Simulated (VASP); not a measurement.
# SiO3 (Pmmn) in VASP: a series of runs, part 2 of 2

VASP 6.6.1.

## Step 4: Single point, PBE, collinear spin, ferromagnetic start

This run uses another cell than the first one, of 14.51 Å³/atom.

INCAR

```
  ALGO = Normal
  EDIFF = 1E-6
  ENCUT = 600
  GGA = PE
  GGA_COMPAT = False
  ISIF = 2
  ISMEAR = 0
  ISPIN = 2
  LASPH = True
  LCHARG = False
  LORBIT = 11
  LREAL = False
  LWAVE = False
  MAGMOM = 0 0 -0.64 -0.64 -0.64 -0.64 -0.64 -0.64
  NBANDS = 36
  NELM = 200
  PREC = Accurate
  SIGMA = 0.1
```

KPOINTS

```
k-points
0
Gamma
  6 4 4
```

POSCAR

```
SiO3
1.0
    2.5514251651      0.0000000000      0.0000000000
    0.0000000000      7.2373570858      0.0000000000
    0.0000000000      0.0000000000      6.2859402250
Si O
2 6
Direct
    0.0000000000      0.0000000000      0.7347841780
    0.5000000000      0.5000000000      0.2652158220
    0.0000000000      0.3380903752      0.1964143342
    0.0000000000      0.6619096248      0.1964143342
    0.5000000000      0.8380903752      0.8035856658
    0.5000000000      0.1619096248      0.8035856658
    0.5000000000      0.0000000000      0.5244499455
    0.0000000000      0.5000000000      0.4755500545
```

Potentials or basis: VASP PAW PBE potentials, release 64 (Si, O).

Command:

```sh
$ cat potpaw_PBE.64/Si/POTCAR potpaw_PBE.64/O/POTCAR > POTCAR
$ mpirun -np 1 vasp_std > vasp.out
```

OUTCAR:

```text
EDIFF = 1E-6
   ENCUT = 600
   GGA = PE
   ISIF = 2
   ISMEAR = 0
   ISPIN = 2
   LASPH = True
   LORBIT = 11
   LREAL = False
   NELM = 200
   PREC = Accurate

 ion  position               nearest neighbor table
   1  0.000  0.000  0.735-   5 1.79   6 1.79   5 1.79   6 1.79   7 1.84   7 1.84
   2  0.500  0.500  0.265-   3 1.79   4 1.79   3 1.79   4 1.79   8 1.84   8 1.84
   3  0.000  0.338  0.196-   2 1.79   2 1.79
   4  0.000  0.662  0.196-   2 1.79   2 1.79
   5  0.500  0.838  0.804-   1 1.79   1 1.79
   6  0.500  0.162  0.804-   1 1.79   1 1.79
   7  0.500  0.000  0.524-   1 1.84   1 1.84
   8  0.000  0.500  0.476-   2 1.84   2 1.84

  LATTYP: Found a simple orthorhombic cell.
 ALAT       =     2.5514251651
 B/A-ratio  =     2.4636976663
 C/A-ratio  =     2.8365939103

  Lattice vectors:

 A1 = (  -2.5514251651,   0.0000000000,   0.0000000000)
 A2 = (   0.0000000000,   0.0000000000,   6.2859402250)
 A3 = (   0.0000000000,   7.2373570858,   0.0000000000)

Analysis of symmetry for initial positions (statically):
=====================================================================
 Subroutine PRICEL returns:
 Original cell was already a primitive cell.

 Routine SETGRP: Setting up the symmetry group for a
 simple orthorhombic supercell.

 Subroutine GETGRP returns: Found  8 space group operations
 (whereof  4 operations were pure point group operations)
 out of a pool of  8 trial point group operations.

The static configuration has the point symmetry C_2v.
 The point group associated with its full space group is D_2h.

Analysis of symmetry for dynamics (positions and initial velocities):
=====================================================================
[... 198 lines left out ...]
      2     -20.5354      1.00000
      3     -17.5128      1.00000
      4     -17.3641      1.00000
      5     -16.9364      1.00000
      6     -16.9056      1.00000
[... 877 lines left out ...]
     33      13.4258      0.00000
     34      13.4258      0.00000

 [... further k-points ...]

 spin component 2

 k-point     1 :       0.0000    0.0000    0.0000
  band No.  band energies     occupation
      1     -21.4796      1.00000
      2     -21.3904      1.00000
      3     -18.3757      1.00000
      4     -18.2312      1.00000
      5     -18.1175      1.00000
      6     -18.0859      1.00000
[... 877 lines left out ...]
     33      13.2282      0.00000
     34      13.2282      0.00000

 [... further k-points ...]

 [bands above 34 left out]

------------------------ aborting loop because EDIFF is reached ----------------------------------------

  FORCE on cell =-STRESS in cart. coord.  units (eV):
  Direction    XX          YY          ZZ          XY          YZ          ZX
  --------------------------------------------------------------------------------------
  -------------------------------------------------------------------------------------
  Total        0.4486618      0.0860731      0.0229850      0.0000000      0.0000000      0.0000000
  in kB        6.1929363      1.1880786      0.3172649      0.0000000      0.0000000      0.0000000
  external PRESSURE =       2.5660933 kB  Pullay stress =       0.0000000 kB

 VOLUME and BASIS-vectors are now :
 -----------------------------------------------------------------------------
  energy-cutoff  :      600.00
  volume of cell :      116.07
      direct lattice vectors                 reciprocal lattice vectors
     2.551425165  0.000000000  0.000000000     0.391937813  0.000000000  0.000000000
     0.000000000  7.237357086  0.000000000     0.000000000  0.138171986  0.000000000
     0.000000000  0.000000000  6.285940225     0.000000000  0.000000000  0.159085191

 POSITION                                       TOTAL-FORCE (eV/Angst)
 -----------------------------------------------------------------------------------
      0.00000      0.00000      4.61881         0.000000      0.000000      0.029997
      1.27571      3.61868      1.66713         0.000000      0.000000     -0.029997
      0.00000      2.44688      1.23465        -0.000000     -0.042338     -0.011990
      0.00000      4.79048      1.23465        -0.000000      0.042338     -0.011990
      1.27571      6.06556      5.05129         0.000000     -0.042338      0.011990
      1.27571      1.17180      5.05129         0.000000      0.042338      0.011990
      1.27571      0.00000      3.29666         0.000000      0.000000     -0.053087
      0.00000      3.61868      2.98928         0.000000      0.000000      0.053087
 -----------------------------------------------------------------------------------
    total drift:                                0.000000      0.000000      0.000000

  FREE ENERGIE OF THE ION-ELECTRON SYSTEM (eV)
  ---------------------------------------------------
  free  energy   TOTEN  =       -48.9559285580 eV

  energy  without entropy=      -48.9488322845  energy(sigma->0) =      -48.95238042

 total charge

# of ion       s       p       d       tot
------------------------------------------
    1        0.608   0.859   0.000   1.468
    2        0.608   0.859   0.000   1.468
    3        1.589   3.393   0.000   4.982
    4        1.589   3.393   0.000   4.982
    5        1.589   3.393   0.000   4.982
    6        1.589   3.393   0.000   4.982
    7        1.604   3.295   0.000   4.899
    8        1.604   3.295   0.000   4.899
--------------------------------------------------
tot         10.782  21.880   0.000  32.662

 magnetization (x)

# of ion       s       p       d       tot
------------------------------------------
    1        0.014   0.026   0.000   0.040
    2        0.014   0.026   0.000   0.040
    3       -0.006  -0.473   0.000  -0.479
    4       -0.006  -0.473   0.000  -0.479
    5       -0.006  -0.473   0.000  -0.479
    6       -0.006  -0.473   0.000  -0.479
    7       -0.008  -0.760   0.000  -0.768
    8       -0.008  -0.760   0.000  -0.768
--------------------------------------------------
tot         -0.013  -3.360   0.000  -3.373
```

Run time: 8.1 min. Hardware: 1 thread of Oxide Virtual Turin-like, shared host; peak memory 0.39 GiB.

What came out:

* Free energy: -48.9559 eV
* Pressure: 0.3 GPa
* Largest force: 0.053 eV/Å
* Band gap on the k mesh: 0.02 eV (least direct gap 0.46 eV)
* Net moment: -4.00 μB per cell
* Site moments: Si +0.04; O -0.48, -0.77 (each value once) μB
* Valence electrons inside the program's atomic spheres: Si 1.47; O 4.98, 4.90 (each value once)

Forces in eV/Å, atoms in the order of the input:
```
Si   0.000  0.000  0.030
Si   0.000  0.000 -0.030
O    0.000 -0.042 -0.012
O    0.000  0.042 -0.012
O    0.000 -0.042  0.012
O    0.000  0.042  0.012
O    0.000  0.000 -0.053
O    0.000  0.000  0.053
```

Stress tensor (GPa, compression positive):
```
0.62 0.00 0.00
0.00 0.12 0.00
0.00 0.00 0.03
```

Levels at points of the mesh, in eV from the valence-band top:
Spin up:
| k point | band 16 | band 17 | band 18 | band 19 | band 20 | band 21 | band 22 | band 23 | band 24 | band 25 |
| --- | --- | --- | --- | --- | --- | --- | --- | --- | --- | --- |
| (0.00, 0.00, 0.00) | -0.86 | -0.80 | -0.64 | -0.47 | -0.46 | 0.03 | 0.82 | 0.85 | 1.14 | 5.14 |
| (0.50, 0.00, 0.00) | -2.02 | -1.91 | -1.91 | 0.00 | 0.00 | 1.14 | 1.14 | 1.49 | 1.49 | 7.46 |
| (0.00, 0.50, 0.00) | -0.83 | -0.70 | -0.70 | -0.47 | -0.47 | 0.33 | 0.33 | 1.03 | 1.03 | 5.72 |
| (0.50, 0.50, 0.00) | -2.01 | -1.91 | -1.91 | -0.02 | -0.02 | 1.14 | 1.14 | 1.48 | 1.48 | 7.48 |
| (0.00, 0.00, 0.50) | -0.80 | -0.75 | -0.52 | -0.49 | -0.44 | 0.02 | 0.61 | 0.65 | 1.26 | 5.72 |
| (0.50, 0.00, 0.50) | -2.00 | -1.89 | -1.89 | -0.01 | -0.01 | 1.10 | 1.10 | 1.49 | 1.49 | 7.44 |
| (0.00, 0.50, 0.50) | -0.89 | -0.83 | -0.83 | -0.46 | -0.46 | 0.37 | 0.37 | 1.08 | 1.08 | 5.81 |
| (0.50, 0.50, 0.50) | -2.01 | -1.89 | -1.89 | -0.01 | -0.01 | 1.12 | 1.12 | 1.48 | 1.48 | 7.48 |
Spin down:
```
           k point  band 21  band 22  band 23  band 24  band 25  band 26  band 27  band 28
(0.00, 0.00, 0.00)    -1.03    -1.02    -0.79    -0.76     4.87     5.98     8.67     8.96
(0.50, 0.00, 0.00)    -0.72    -0.72    -0.39    -0.39     7.42     7.42     8.93     8.93
(0.00, 0.50, 0.00)    -1.04    -1.04    -0.83    -0.83     5.45     5.45     8.86     8.86
(0.50, 0.50, 0.00)    -0.74    -0.74    -0.39    -0.39     7.45     7.45     8.96     8.96
(0.00, 0.00, 0.50)    -1.06    -1.01    -1.01    -0.71     5.46     5.54     8.11     8.26
(0.50, 0.00, 0.50)    -0.74    -0.74    -0.39    -0.39     7.40     7.40     9.07     9.07
(0.00, 0.50, 0.50)    -0.95    -0.95    -0.87    -0.87     5.56     5.56     8.05     8.05
(0.50, 0.50, 0.50)    -0.74    -0.74    -0.39    -0.39     7.44     7.44     9.09     9.09
```

Caveat: the smearing spreads over this small gap. A k mesh can miss the band edges.

## Step 5: Overview

```tsv
spin	cell	gap on the mesh (eV)	pressure (GPa)	moment (μB)	largest force (eV/Å)
off	a = 3.790, b = 4.714, c = 3.988 Å, 8 atoms, atomic positions A	none	-17.7	-	1.74
collinear, ferromagnetic start	a = 3.790, b = 4.714, c = 3.988 Å, 8 atoms, atomic positions A	none	-14.2	4.13	1.97
collinear, ferromagnetic start	a = 2.551, b = 7.237, c = 6.286 Å, 8 atoms, atomic positions B	0.02	0.3	4.00	0.05
```

Alike in all rows: task single point; level PBE; potentials or basis VASP PAW PBE potentials, release 64 (Si, O); k mesh 6 × 4 × 4; cutoff (eV) 600; smearing gaussian 0.1 eV.

Caveats: some runs use coarse meshes; forces of over 1 eV/Å act on the atoms, so gaps and moduli don't describe the material at rest (at least some runs); the smearing spreads over this small gap (at least some runs).

Absolute energies hang on the potentials; compare differences alone.
